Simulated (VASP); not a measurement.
# Cr (P-1) in VASP: further runs, part 2 of 2

VASP 6.6.1. Earlier steps stand in the parts before.

## 5. Single point, PBE, collinear spin, ferromagnetic start

The input, INCAR:

```
SYSTEM = Cr
ALGO = Normal
EDIFF = 1E-6
ENCUT = 700
GGA = PE
GGA_COMPAT = .False.
ISIF = 2
ISMEAR = -1
ISPIN = 2
LASPH = .True.
LCHARG = .False.
LMAXMIX = 4
LORBIT = 11
LREAL = .False.
LWAVE = .False.
MAGMOM = 0.8
NBANDS = 17
NELM = 200
NUPDOWN = 0.8
PREC = Accurate
SIGMA = 0.05
```

The input, KPOINTS:

```
k-points
0
Gamma
  10 10 10
  0 0 0
```

The input, POSCAR:

```
Cr
1.0
   -0.0174283700      1.8156326700      1.8106573700
    1.8310089900     -0.0170405700      1.8102695700
    1.8558983200      1.8401342100     -0.0419299100
Cr
1
Direct
    0.0000000000      0.0000000000      0.0000000000
```

Potentials or basis: VASP PAW PBE potentials, release 64 (Cr_sv).

Run with:

```console
cat potpaw_PBE.64/Cr_sv/POTCAR > POTCAR
mpirun -np 1 vasp_std > vasp.out
```

OUTCAR:

```text
SYSTEM = Cr
   EDIFF = 1E-6
   ENCUT = 700
   GGA = PE
   ISIF = 2
   ISMEAR = -1
   ISPIN = 2
   LASPH = .True.
   LORBIT = 11
   LREAL = .False.
   NELM = 200
   NUPDOWN = 0.8
   PREC = Accurate

 ion  position               nearest neighbor table
   1  0.000  0.000  0.000-

  LATTYP: Found a triclinic cell.
 ALAT       =     4.4579143179
 B/A-ratio  =     0.5752097813
 C/A-ratio  =     0.5884016498
 COS(alpha) =     0.0026486038
 COS(beta)  =     0.3043724544
 COS(gamma) =     0.8580110302

  Lattice vectors:

 A1 = (  -1.8384699500,  -3.6557668800,  -1.7687274600)
 A2 = (   0.0174283700,  -1.8156326700,  -1.8106573700)
 A3 = (  -0.0248893300,  -1.8571747800,   1.8521994800)

Analysis of symmetry for initial positions (statically):
=====================================================================
 Subroutine PRICEL returns:
 Original cell was already a primitive cell.

 Routine SETGRP: Setting up the symmetry group for a
 triclinic supercell.

 Subroutine GETGRP returns: Found  2 space group operations
 (whereof  2 operations were pure point group operations)
 out of a pool of  2 trial point group operations.

The static configuration has the point symmetry S_2 .

Analysis of symmetry for dynamics (positions and initial velocities):
=====================================================================
 Subroutine PRICEL returns:
 Original cell was already a primitive cell.

 Routine SETGRP: Setting up the symmetry group for a
 triclinic supercell.

 Subroutine GETGRP returns: Found  2 space group operations
 (whereof  2 operations were pure point group operations)
 out of a pool of  2 trial point group operations.

The dynamic configuration has the point symmetry S_2 .

Analysis of structural, dynamic, and magnetic symmetry:
[... 137 lines left out ...]
   IVDW    =     0    specifies the selected vdW correction
   LEPSILON=     F    determine dielectric tensor
   LRPA    =     F    only Hartree local field effects (RPA)
 spin polarized calculation
  energy-cutoff  :      700.00
  volume of cell :       12.46
 maximum number of plane-waves:       540
 NGX is ok and might be reduce to    24
   NGX = 11   NGY = 11   NGZ = 11

 number of electron      13.9999997 magnetization       0.8000000

 Free energy of the ion-electron system (eV)
  ---------------------------------------------------
  ext. energy  EPLUGINS =         0.00000000
  ---------------------------------------------------
  free energy    TOTEN  =        -9.15419435 eV

  energy without entropy =       -9.14286009  energy(sigma->0) =       -9.14852722

 E-fermi :  12.4708     XC(G=0): -13.2787

 val. band max:       12.7223986628   @ k =  -0.2000   0.2000   0.2000
 cond. band min:      12.4710578414   @ k =   0.0000   0.3000   0.1000
 fundamental gap:     -0.2513408214
 Fermi energy:        12.7280436013

 spin component 1

 k-point     1 :       0.0000    0.0000    0.0000
  band No.  band energies     occupation
      1     -59.3392      1.00000
      2     -30.2527      1.00000
      3     -30.2243      1.00000
      4     -30.1929      1.00000
      5       4.9767      1.00000
      6      11.6546      1.00000
[... 459 lines left out ...]
      6      10.9466      1.00000
[... 9 lines left out ...]
     16      42.2428      0.00000
     17      48.3845      0.00000

 [... further k-points ...]

 spin component 2

 k-point     1 :       0.0000    0.0000    0.0000
  band No.  band energies     occupation
      1     -58.5903      1.00000
      2     -29.5157      1.00000
      3     -29.4785      1.00000
      4     -29.4503      1.00000
      5       5.2929      1.00000
      6      12.2754      0.98033
[... 459 lines left out ...]
      6      11.4825      1.00000
[... 9 lines left out ...]
     16      42.6730      0.00000
     17      48.8076      0.00000

 [... further k-points ...]

------------------------ aborting loop because EDIFF is reached ----------------------------------------

  FORCE on cell =-STRESS in cart. coord.  units (eV):
  Direction    XX          YY          ZZ          XY          YZ          ZX
  --------------------------------------------------------------------------------------
  -------------------------------------------------------------------------------------
  Total       -0.5763737     -0.6437807     -0.6679859     -0.0149315      0.0661973      0.0634917
  in kB      -74.1414206    -82.8122700    -85.9258816     -1.9206989      8.5152359      8.1672088
  external PRESSURE =     -80.9598574 kB  Pullay stress =       0.0000000 kB

 VOLUME and BASIS-vectors are now :
 -----------------------------------------------------------------------------
  energy-cutoff  :      700.00
  volume of cell :       12.46
      direct lattice vectors                 reciprocal lattice vectors
    -0.017428370  1.815632670  1.810657370    -0.267390350  0.275902865  0.273050868
     1.831008990 -0.017040570  1.810269570     0.273617217 -0.269738007  0.273112875
     1.855898320  1.840134210 -0.041929910     0.266363859  0.268711517 -0.266886010

 POSITION                                       TOTAL-FORCE (eV/Angst)
 -----------------------------------------------------------------------------------
      0.00000      0.00000      0.00000        -0.000000      0.000000     -0.000000
 -----------------------------------------------------------------------------------
    total drift:                               -0.000000     -0.000000     -0.000000

  FREE ENERGIE OF THE ION-ELECTRON SYSTEM (eV)
  ---------------------------------------------------
  free  energy   TOTEN  =        -9.1541943456 eV

  energy  without entropy=       -9.1428600853  energy(sigma->0) =       -9.14852722

 total charge

# of ion       s       p       d       tot
------------------------------------------
    1        2.188   6.010   3.545  11.743

 magnetization (x)

# of ion       s       p       d       tot
------------------------------------------
    1        0.003   0.010   0.657   0.670
```

stdout:

```text
POSCAR found type information on POSCAR Cr
 POSCAR found :  1 types and       1 ions
 scaLAPACK will be used
 LDA part: xc-table for (Slater+PW92), standard interpolation
 POSCAR, INCAR and KPOINTS ok, starting setup
 FFT: planning ... GRIDC
 FFT: planning ... GRID_SOFT
 FFT: planning ... GRID
 WAVECAR not read
 entering main loop
```

Wall time 3.2 min (1 thread of AMD EPYC 9R45 (Zen 5), shared host); peak memory 0.31 GiB.

Results:

```yaml
Free_energy: -9.1542 eV
Pressure: -8.1 GPa
Net_moment: 0.80 μB per cell
Site_moments: Cr +0.67 μB
Valence_electrons_inside_the_program's_atomic_spheres: Cr 11.74
```

Caveat: the cell stands under tension; the total moment is fixed, so each spin has its own Fermi level and the state may be an excited one.
